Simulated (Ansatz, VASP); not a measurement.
One calculation of PbO2, two programs

The input INCAR:

```
PREC     = Accurate       # precision mode
ENCUT    = 520            # plane-wave cutoff, eV
EDIFF    = 1E-7           # SCF threshold, eV
ISMEAR   = 0              # smearing method
SIGMA    = 0.1            # smearing width, eV
LREAL    = F              # projectors in reciprocal space
LASPH    = T              # aspherical terms in the spheres
NELM     = 100            # most SCF steps
ALGO     = Normal         # electronic algorithm
ISIF     = 2              # what is computed and relaxed
LWAVE    = F              # write WAVECAR
LCHARG   = T              # write CHGCAR
GGA      = PE             # functional
LELF     = T              # ELF
LVHAR    = T            
NBANDS   = 20             # bands
```

Contents of KPOINTS:

```
regular mesh
0
Gamma
  14 14 14
```

POSCAR

```
PbO2
1.0
    0.0000000000      2.6765979841      2.6765979841
    2.6765979841      0.0000000000      2.6765979841
    2.6765979841      2.6765979841      0.0000000000
Pb O
1 2
Direct
    0.0000000000      0.0000000000      0.0000000000
    0.2500000000      0.2500000000      0.2500000000
    0.7500000000      0.7500000000      0.7500000000
```

Input for Ansatz:

```yaml
crystal:
  lattice:
    - [0.0, 2.6765979841, 2.6765979841]
    - [2.6765979841, 0.0, 2.6765979841]
    - [2.6765979841, 2.6765979841, 0.0]
  atoms:
    - { symbol: Pb, position: [0.0, 0.0, 0.0] }
    - { symbol: O, position: [0.25, 0.25, 0.25] }
    - { symbol: O, position: [0.75, 0.75, 0.75] }
basis:
  ecutwfc: 420
kpoints:
  mp_grid: { grid: [14, 14, 14] }
hamiltonian:
  xc: pbe
scf:
  occupations: { method: gaussian, width: 0.1 }
output:
  forces: true
  stress: true
  eigenvalues: true
```

Alike in both runs: task single point; functional PBE; k mesh 14 × 14 × 14; occupations gaussian, width 0.1 eV; no spin polarisation.

|  | VASP | Ansatz |
| --- | --- | --- |
| version | VASP 6.6.1 | Ansatz 0.2.0 |
| potentials or method | VASP PAW PBE potentials, release 64 (Pb_d, O), cutoff 520 eV | scalar-relativistic, plane waves, PAW |
| valence electrons in the cell | 26 | 26 |

```tsv
	VASP	Ansatz	Ansatz less VASP
gap on the k mesh at the Fermi level (eV)	none	none	-
pressure (GPa)	4.6	4.3	-0.25
```

A gap of «none» marks a metal or a gap that the smearing closes. The functional is the same, so the differences come from potentials, cutoffs and numerics.

Spin-orbit coupling is off throughout.
